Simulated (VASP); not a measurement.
# Sb (Pm-3m) in VASP: notebook, part 2 of 2

VASP 6.6.1. The steps go on from the part before.

### 4 Single point, PBEsol

This run uses another cell than the first one, of 33.13 Å³/atom, 1.050 times its volume.

INCAR

```
SYSTEM = Sb
PREC = Accurate
ENCUT = 520
EDIFF = 1E-6
ISMEAR = -1
SIGMA = 0.05
LREAL = .FALSE.
LASPH = .TRUE.
NELM = 60
ALGO = Normal
ISIF = 2
LWAVE = .FALSE.
LCHARG = .FALSE.
GGA = PS
NBANDS = 8
```

KPOINTS

```
Automatic mesh
0
G
  7 7 7
  0 0 0
```

POSCAR

```
Sb
1.0
    3.2118124875      0.0000000000      0.0000000000
    0.0000000000      3.2118124875      0.0000000000
    0.0000000000      0.0000000000      3.2118124875
Sb
1
Direct
    0.0000000000      0.0000000000      0.0000000000
```

Potentials or basis: VASP PAW PBE potentials, release 64 (Sb).

The run is started by

```sh
$ cat potpaw_PBE.64/Sb/POTCAR > POTCAR
$ mpirun -np 1 vasp_std > vasp.out
```

OUTCAR:

```text
SYSTEM = Sb
   PREC = Accurate
   ENCUT = 520
   EDIFF = 1E-6
   ISMEAR = -1
   LREAL = .FALSE.
   LASPH = .TRUE.
   NELM = 60
   ISIF = 2
   GGA = PS

 ion  position               nearest neighbor table
   1  0.000  0.000  0.000-

  LATTYP: Found a simple cubic cell.
 ALAT       =     3.2118124875

  Lattice vectors:

 A1 = (   3.2118124875,   0.0000000000,   0.0000000000)
 A2 = (   0.0000000000,   3.2118124875,   0.0000000000)
 A3 = (   0.0000000000,   0.0000000000,   3.2118124875)

Analysis of symmetry for initial positions (statically):
=====================================================================
 Subroutine PRICEL returns:
 Original cell was already a primitive cell.

 Routine SETGRP: Setting up the symmetry group for a
 simple cubic supercell.

 Subroutine GETGRP returns: Found 48 space group operations
 (whereof 48 operations were pure point group operations)
 out of a pool of 48 trial point group operations.

The static configuration has the point symmetry O_h .

[... 150 lines left out ...]

  energy without entropy =       -4.45892903  energy(sigma->0) =       -4.46075165

 E-fermi :   5.5709     XC(G=0):  -9.3193

 val. band max:        5.5491355115   @ k =   0.2857   0.2857   0.2857
 cond. band min:       5.6976496157   @ k =   0.4286   0.2857   0.2857
 fundamental gap:      0.1485141042
 Fermi energy:         5.5709056668

 k-point     1 :       0.0000    0.0000    0.0000
  band No.  band energies     occupation
      1      -5.9114      2.00000
      2       8.7250      0.00000
      3       8.7250      0.00000
      4       8.7250      0.00000
      5      12.5797      0.00000
      6      12.5797      0.00000
      7      13.2418      0.00000
      8      22.8508      0.00000
[... 199 lines left out ...]
 k-point    20 :       0.4286    0.4286    0.4286
  band No.  band energies     occupation
      1      -0.0622      2.00000
      2       4.3716      2.00000
      3       4.3716      2.00000
      4       4.6463      2.00000
      5      10.5905      0.00000
      6      11.0651      0.00000
      7      11.0651      0.00000
      8      14.0548      0.00000

------------------------ aborting loop because EDIFF is reached ----------------------------------------

  FORCE on cell =-STRESS in cart. coord.  units (eV):
  Direction    XX          YY          ZZ          XY          YZ          ZX
  --------------------------------------------------------------------------------------
  -------------------------------------------------------------------------------------
  Total       -1.3485767     -1.3485767     -1.3485767      0.0000000      0.0000000     -0.0000000
  in kB      -65.2132264    -65.2132264    -65.2132264      0.0000000      0.0000000     -0.0000000
  external PRESSURE =     -65.2132264 kB  Pullay stress =       0.0000000 kB

 VOLUME and BASIS-vectors are now :
 -----------------------------------------------------------------------------
  energy-cutoff  :      520.00
  volume of cell :       33.13
      direct lattice vectors                 reciprocal lattice vectors
     3.211812488  0.000000000  0.000000000     0.311350679  0.000000000  0.000000000
     0.000000000  3.211812488  0.000000000     0.000000000  0.311350679  0.000000000
     0.000000000  0.000000000  3.211812488     0.000000000  0.000000000  0.311350679

 POSITION                                       TOTAL-FORCE (eV/Angst)
 -----------------------------------------------------------------------------------
      0.00000      0.00000      0.00000         0.000000      0.000000      0.000000
 -----------------------------------------------------------------------------------
    total drift:                               -0.000000      0.000000      0.000000

  FREE ENERGIE OF THE ION-ELECTRON SYSTEM (eV)
  ---------------------------------------------------
  free  energy   TOTEN  =        -4.4625742649 eV

  energy  without entropy=       -4.4589290289  energy(sigma->0) =       -4.46075165
```

OSZICAR:

```text
N       E                     dE             d eps       ncg     rms          rms(c)
DAV:   1     0.502143106229E+01    0.50214E+01   -0.17180E+03   320   0.415E+02
DAV:   2    -0.433016020647E+01   -0.93516E+01   -0.90982E+01   408   0.534E+01
DAV:   3    -0.446341802748E+01   -0.13326E+00   -0.13306E+00   384   0.738E+00
DAV:   4    -0.446387596424E+01   -0.45794E-03   -0.45793E-03   472   0.532E-01
DAV:   5    -0.446387826119E+01   -0.22969E-05   -0.22966E-05   424   0.289E-02    0.153E+00
DAV:   6    -0.446301669719E+01    0.86156E-03   -0.13289E-03   384   0.183E-01    0.885E-01
DAV:   7    -0.446256808181E+01    0.44862E-03   -0.27965E-03   368   0.265E-01    0.660E-02
DAV:   8    -0.446257351537E+01   -0.54336E-05   -0.72928E-05   416   0.549E-02    0.718E-03
DAV:   9    -0.446257426489E+01   -0.74952E-06   -0.11112E-06   448   0.756E-03
   1 F= -.44625743E+01 E0= -.44607516E+01  d E =-.364524E-02
```

Run time: 1.9 s. Hardware: 1 thread of Intel Xeon Platinum 8481C at 2.70GHz (Sapphire Rapids), shared host; peak memory 0.13 GiB.

Results:

```yaml
Free_energy: -4.4626 eV
Pressure: -6.5 GPa
```

Levels at points of the mesh, in eV from the Fermi level:
```
           k point  band 1  band 2  band 3  band 4  band 5  band 6  band 7
(0.00, 0.00, 0.00)  -11.48    3.15    3.15    3.15    7.01    7.01    7.67
```

Caveat: the PAW data sets were made with another functional, which shifts forces and pressure a little; spin-orbit coupling is left out, which moves the levels of the heavy elements.

### 5 Overview

| cell | gap on the mesh (eV) | pressure (GPa) |
| --- | --- | --- |
| a = 3.160 Å, 1 atom | none | -4.8 |
| a = 3.186 Å, 1 atom | none | -5.7 |
| a = 3.212 Å, 1 atom | none | -6.5 |

Alike in all rows: task single point; level PBEsol; potentials or basis VASP PAW PBE potentials, release 64 (Sb); no spin polarisation; k mesh 7 × 7 × 7; cutoff (eV) 520; smearing fermi-dirac 0.05 eV.

Caveats: the PAW data sets were made with another functional, which shifts forces and pressure a little; spin-orbit coupling is left out, which moves the levels of the heavy elements.

Total energies depend on the potentials used, so only differences within one code and one set of settings carry meaning.
